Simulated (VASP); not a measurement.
# SnO (rocksalt type) (Fm-3m) in VASP: relaxation of cell and atoms with PBE

Aim: the relaxation of cell and atoms of SnO (rocksalt type) with PBE.

Everything below comes from runs of VASP 6.6.1. Logs are shortened: lines on timing, memory, paths and dates and some standing lists are left out, and cuts for length are marked.

## Step 1: The cell of the first run

The structure is cubic, space group Fm-3m (No. 225). Conventional cell: a = 4.465 Å, b = 4.465 Å, c = 4.465 Å, α = 90.00°, β = 90.00°, γ = 90.00°. Sn (site symmetry m-3m) has 6 O at 2.23 Å within 3.0 Å. O (site symmetry m-3m) has 6 Sn at 2.23 Å within 3.0 Å.

## Step 2: Relaxation of cell and atoms, PBE

Input file INCAR:

```
SYSTEM = SnO
PREC = Accurate
ENCUT = 600
EDIFF = 1E-6
ISMEAR = -1
SIGMA = 0.03
LREAL = .False.
LASPH = .True.
NELM = 60
ALGO = Normal
ISIF = 3
LWAVE = .False.
LCHARG = .False.
GGA = PE
IBRION = 2
NSW = 100
EDIFFG = -0.005
```

Input file KPOINTS:

```
Automatic mesh
0
Gamma
  14 14 14
  0 0 0
```

Input file POSCAR:

```
SnO
1.0
    0.0000000000      2.2322827293      2.2322827293
    2.2322827293      0.0000000000      2.2322827293
    2.2322827293      2.2322827293      0.0000000000
Sn O
1 1
Direct
    0.0000000000      0.0000000000      0.0000000000
    0.5000000000      0.5000000000      0.5000000000
```

Potentials or basis: VASP PAW PBE potentials, release 64 (Sn_d, O).

The run is started by

```sh
cat potpaw_PBE.64/Sn_d/POTCAR potpaw_PBE.64/O/POTCAR > POTCAR
mpirun -np 1 vasp_std > vasp.out
```

OUTCAR:

```text
SYSTEM = SnO
   PREC = Accurate
   ENCUT = 600
   EDIFF = 1E-6
   ISMEAR = -1
   LREAL = .False.
   LASPH = .True.
   NELM = 60
   ISIF = 3
   GGA = PE
   IBRION = 2
   NSW = 100
   EDIFFG = -0.005

 ion  position               nearest neighbor table
   1  0.000  0.000  0.000-   2 2.23   2 2.23   2 2.23   2 2.23   2 2.23   2 2.23
   2  0.500  0.500  0.500-   1 2.23   1 2.23   1 2.23   1 2.23   1 2.23   1 2.23

  LATTYP: Found a face centered cubic cell.
 ALAT       =     4.4645654586

  Lattice vectors:

 A1 = (   0.0000000000,   2.2322827293,   2.2322827293)
 A2 = (   2.2322827293,   0.0000000000,   2.2322827293)
 A3 = (   2.2322827293,   2.2322827293,   0.0000000000)

Analysis of symmetry for initial positions (statically):
=====================================================================
 Subroutine PRICEL returns:
 Original cell was already a primitive cell.

 Routine SETGRP: Setting up the symmetry group for a
 face centered cubic supercell.

 Subroutine GETGRP returns: Found 48 space group operations
 (whereof 48 operations were pure point group operations)
 out of a pool of 48 trial point group operations.

The static configuration has the point symmetry O_h .

Analysis of symmetry for dynamics (positions and initial velocities):
=====================================================================
 Subroutine PRICEL returns:
 Original cell was already a primitive cell.

 Routine SETGRP: Setting up the symmetry group for a
 face centered cubic supercell.

 Subroutine GETGRP returns: Found 48 space group operations
 (whereof 48 operations were pure point group operations)
 out of a pool of 48 trial point group operations.

The dynamic configuration has the point symmetry O_h .

 Subroutine INISYM returns: Found 48 space group operations
 (whereof 48 operations are pure point group operations),
 and found     1 'primitive' translations

----------------------------------------------------------------------------------------

                                     Primitive cell

  volume of cell :      22.2473

  direct lattice vectors                    reciprocal lattice vectors
     0.000000000  2.232282729  2.232282729    -0.223985964  0.223985964  0.223985964
     2.232282729  0.000000000  2.232282729     0.223985964 -0.223985964  0.223985964
     2.232282729  2.232282729  0.000000000     0.223985964  0.223985964 -0.223985964

  length of vectors
     3.156924511  3.156924511  3.156924511     0.387955071  0.387955071  0.387955071

  position of ions in fractional coordinates (direct lattice)
     0.000000000  0.000000000  0.000000000
     0.500000000  0.500000000  0.500000000

  ion indices of the primitive-cell ions
   primitive index   ion index
                 1           1
                 2           2

----------------------------------------------------------------------------------------

 KPOINTS: Automatic mesh

Automatic generation of k-mesh.
 Grid dimensions read from file:
 generate k-points for:   14   14   14

 Generating k-lattice:

  Cartesian coordinates                     Fractional coordinates (reciprocal lattice)
    -0.015998997  0.015998997  0.015998997     0.071428571  0.000000000  0.000000000
     0.015998997 -0.015998997  0.015998997     0.000000000  0.071428571  0.000000000
     0.015998997  0.015998997 -0.015998997     0.000000000  0.000000000  0.071428571

  Length of vectors
     0.027711076  0.027711076  0.027711076

  Shift w.r.t. Gamma in fractional coordinates (k-lattice)
     0.000000000  0.000000000  0.000000000

 Subroutine IBZKPT returns following result:
 ===========================================

 Found    104 irreducible k-points:

 Following reciprocal coordinates:
            Coordinates               Weight
  0.000000  0.000000  0.000000      1.000000
  0.071429  0.000000  0.000000      8.000000
  0.142857  0.000000  0.000000      8.000000
  0.214286  0.000000  0.000000      8.000000
  0.285714  0.000000  0.000000      8.000000
  0.357143  0.000000  0.000000      8.000000
[... 16 lines left out ...]
  0.214286  0.142857  0.000000     24.000000
  0.285714  0.142857  0.000000     24.000000
 [... further k-points ...]
   k-points           NKPTS =    104   k-points in BZ     NKDIM =    104   number of bands    NBANDS=     14
   number of dos      NEDOS =    301   number of ions     NIONS =      2
   total plane-waves  NPLWV =  21952
   dimension x,y,z NGX =    28 NGY =   28 NGZ =   28
   dimension x,y,z NGXF=    56 NGYF=   56 NGZF=   56
   ions per type =               1   1
   NGX,Y,Z   is equivalent  to a cutoff of  14.75, 14.75, 14.75 a.u.
   NGXF,Y,Z  is equivalent  to a cutoff of  29.49, 29.49, 29.49 a.u.
 SYSTEM =  SnO
   PREC   = accura    normal or accurate (medium, high low for compatibility)
   ISTART =      0    job   : 0-new  1-cont  2-samecut
   ICHARG =      2    charge: 1-file 2-atom 10-const
   ISPIN  =      1    spin polarized calculation?
   LNONCOLLINEAR =      F non collinear calculations
   LSORBIT =      F    spin-orbit coupling
   LASPH  =      T    aspherical Exc in radial PAW
   ENCUT  =  600.0 eV  44.10 Ry    6.64 a.u.   6.31  6.31  6.31*2*pi/ulx,y,z
   NELM   =     60;   NELMIN=  2; NELMDL= -5     # of ELM steps
   EDIFF  = 0.1E-05   stopping-criterion for ELM
   LREAL  =      F    real-space projection
   EDIFFG = -.5E-02   stopping-criterion for IOM
   NSW    =    100    number of steps for IOM
   IBRION =      2    ionic relax: 0-MD 1-quasi-New 2-CG
   NFREE  =      1    steps in history (QN), initial steepest desc. (CG)
   ISIF   =      3    stress and relaxation
   ISYM   =      2    0-nonsym 1-usesym 2-fastsym
   POTIM  = 0.5000    time-step for ionic-motion
   TEBEG  =    0.0;   TEEND  =   0.0 temperature during run
   PSTRESS=    0.0 pullay stress
   NELECT =      20.0000    total number of electrons
   NUPDOWN=      -1.0000    fix difference up-down
   EMIN   =  10.00;   EMAX   =-10.00  energy-range for DOS
   EFERMI =   0.00;   METHOD = LEGACY
   ISMEAR =    -1;   SIGMA  =   0.03  broadening in eV -4-tet -1-fermi 0-gaus
   EFERMI_NEDOS =   21; number of points for ismear=-14 and -15
   IALGO  =     38    algorithm
   IMIX   =      4    mixing-type and parameters
     AMIX     =   0.40;   BMIX     =  1.00
     AMIX_MAG =   1.60;   BMIX_MAG =  1.00
  volume/ion in A,a.u.               =      11.12        75.07
  Fermi-wavevector in a.u.,A,eV,Ry     =   1.580007  2.985780 33.965878  2.496422
  Thomas-Fermi vector in A             =   2.680300
   LORBIT       =      0    0 simple, 1 ext, 2 COOP (PROOUT), +10 PAW based schemes
   GGA     = PE    functional components
   LHFCALC =     F    Hartree Fock is set to
   AEXX    =    0.0000 exact exchange contribution
   IVDW    =     0    specifies the selected vdW correction
   LEPSILON=     F    determine dielectric tensor
   LRPA    =     F    only Hartree local field effects (RPA)
 conjugate gradient relaxation of ions
 non-spin polarized calculation
  energy-cutoff  :      600.00
  volume of cell :       22.25
 maximum number of plane-waves:       757
 NGX is ok and might be reduce to    28
   NGX = 13   NGY = 13   NGZ = 13

--------------------------------------- Ionic step        1  -------------------------------------------

 number of electron      19.9999997 magnetization

 Free energy of the ion-electron system (eV)
  ---------------------------------------------------
  ext. energy  EPLUGINS =         0.00000000
  ---------------------------------------------------
  free energy    TOTEN  =        -8.17916892 eV

  energy without entropy =       -8.17908581  energy(sigma->0) =       -8.17912736

 E-fermi :  15.0398     XC(G=0): -12.9819

 val. band max:       14.9009611912   @ k =  -0.2857   0.2857   0.0000
 cond. band min:      15.1830692951   @ k =  -0.3571   0.2143   0.0000
 fundamental gap:      0.2821081039
 Fermi energy:        15.0397996111

 k-point     1 :       0.0000    0.0000    0.0000
  band No.  band energies     occupation
      1      -8.6050      2.00000
      2      -8.0243      2.00000
      3      -8.0243      2.00000
      4      -8.0243      2.00000
      5      -7.8757      2.00000
      6      -7.8757      2.00000
      7       7.6372      2.00000
      8       8.3689      2.00000
      9       8.3689      2.00000
     10       8.3689      2.00000
     11      23.7173      0.00000
     12      25.1642      0.00000
     13      25.1642      0.00000
     14      25.1642      0.00000
[... 938 lines left out ...]
 POSITION                                       TOTAL-FORCE (eV/Angst)
 -----------------------------------------------------------------------------------
      0.00000      0.00000      0.00000        -0.000000      0.000000      0.000000
      2.56143      2.56143      2.56143         0.000000     -0.000000     -0.000000
 -----------------------------------------------------------------------------------
    total drift:                                0.000000      0.000000      0.000000

  FREE ENERGIE OF THE ION-ELECTRON SYSTEM (eV)
  ---------------------------------------------------
  free  energy   TOTEN  =       -10.4538389963 eV

  energy  without entropy=      -10.4532393202  energy(sigma->0) =      -10.45353916

--------------------------------------- Ionic step        5  -------------------------------------------

 number of electron      19.9999988 magnetization

 Free energy of the ion-electron system (eV)
  ---------------------------------------------------
  ext. energy  EPLUGINS =         0.00000000
  ---------------------------------------------------
  free energy    TOTEN  =       -10.45453233 eV

  energy without entropy =      -10.45396251  energy(sigma->0) =      -10.45424742

 E-fermi :   7.6981     XC(G=0): -10.7370

 val. band max:        7.6373164908   @ k =  -0.4286   0.1429   0.0000
 cond. band min:       7.7615404541   @ k =  -0.4286   0.1429   0.0714
 fundamental gap:      0.1242239633
 Fermi energy:         7.6981307892

 k-point     1 :       0.0000    0.0000    0.0000
  band No.  band energies     occupation
      1     -13.9429      2.00000
      2     -13.9429      2.00000
      3     -13.9429      2.00000
      4     -13.8777      2.00000
      5     -13.8777      2.00000
      6     -10.9588      2.00000
      7       0.8729      2.00000
      8       4.3732      2.00000
      9       4.3732      2.00000
     10       4.3732      2.00000
     11      15.1622      0.00000
     12      15.1622      0.00000
     13      15.1622      0.00000
     14      17.6165      0.00000
[... 413 lines left out ...]
 POSITION                                       TOTAL-FORCE (eV/Angst)
 -----------------------------------------------------------------------------------
      0.00000      0.00000      0.00000        -0.000000     -0.000000     -0.000000
      2.55420      2.55420      2.55420         0.000000      0.000000      0.000000
 -----------------------------------------------------------------------------------
    total drift:                                0.000000      0.000000      0.000000

  FREE ENERGIE OF THE ION-ELECTRON SYSTEM (eV)
  ---------------------------------------------------
  free  energy   TOTEN  =       -10.4545323305 eV

  energy  without entropy=      -10.4539625095  energy(sigma->0) =      -10.45424742

 reached required accuracy - stopping structural energy minimisation
```

Run time: 5.1 min. Hardware: 1 thread of Intel Xeon 8259CL, shared host; peak memory 0.2 GiB.

What came out:

```yaml
Free_energy: -10.4545 eV
Relaxed_volume: 16.66 Å³/atom
Relaxed_cell: a = 3.612 Å, b = 3.612 Å, c = 3.612 Å, α = 60.00°, β = 60.00°, γ = 60.00°
Space_group_after_relaxing_to_0.1_Å: Fm-3m (No. 225)
Energy_gained_by_relaxing: 1137.7 meV/atom
Ionic_steps: 5
Pressure_after_relaxing: 0.0 GPa
Band_gap_on_the_k_mesh: 0.12 eV (least direct gap 0.15 eV)
```

The path:
```csv
step,energy change (eV),largest force (eV/Å),pressure (GPa),volume (Å³)
1,0.0000,0.0000,93.41,22.25
2,-0.7871,0.0000,-21.83,50.34
3,-2.2710,0.0000,-1.97,34.03
4,-2.2747,0.0000,-0.82,33.61
5,-2.2754,0.0000,0.02,33.33
```

Final structure:
```xyz
2
Lattice="0.0000 2.5542 2.5542 2.5542 0.0000 2.5542 2.5542 2.5542 0.0000" Properties=species:S:1:pos:R:3 pbc="T T T"
Sn    0.0000    0.0000    0.0000
O     2.5542    2.5542    2.5542
```

Levels at points of the mesh, in eV from the valence-band top:
| k point | band 8 | band 9 | band 10 | band 11 | band 12 | band 13 |
| --- | --- | --- | --- | --- | --- | --- |
| (0.00, 0.00, 0.00) | -3.26 | -3.26 | -3.26 | 7.52 | 7.52 | 7.52 |
| (0.50, 0.00, 0.00) | -3.07 | -3.07 | -0.83 | 0.64 | 4.22 | 4.22 |
| (0.50, 0.50, 0.00) | -4.73 | -4.34 | -4.34 | 3.45 | 5.11 | 5.69 |

Caveat: the volume moved by over 15 % at a fixed basis, so the end points are rough; spin-orbit coupling is left out, which moves the levels of the heavy elements. A k mesh can miss the band edges.
